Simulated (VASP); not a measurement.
Input of a VASP 6.6.1 run:

Contents of INCAR:

```
SYSTEM = Cu
  ALGO = Normal
  EDIFF = 1E-6
  ENCUT = 820
  GGA = PE
  GGA_COMPAT = .False.
  ISIF = 2
  ISMEAR = 0
  LASPH = .True.
  LCHARG = .True.
  LELF = .True.
  LREAL = .False.
  LVHAR = .True.
  LWAVE = .False.
  NBANDS = 16
  NELM = 120
  PREC = Accurate
  SIGMA = 0.013000000000000001
```

KPOINTS

```
k-points
0
Gamma
  13 13 13
  0 0 0
```

Contents of POSCAR:

```
Cu
1.0
   -1.4427933200      1.4427933200      1.3760814500
    1.4427933200     -1.4427933200      1.3760814500
    1.4427933200      1.4427933200     -1.3760814500
Cu
1
Direct
    0.0000000000      0.0000000000      0.0000000000
```

Potentials or basis: VASP PAW PBE potentials, release 64 (Cu_sv_GW).

Command:

```sh
$ cat potpaw_PBE.64/Cu_sv_GW/POTCAR > POTCAR
$ mpirun -np 1 vasp_std > vasp.out
```

(1) What does it give for the band gap on the k mesh?

(2) What does it give for the pressure?

## Answers

(1) zero (an odd number of electrons rules out a gap without spin polarisation).

(2) 5.9 GPa.

Caveat: the cell stands under pressure.
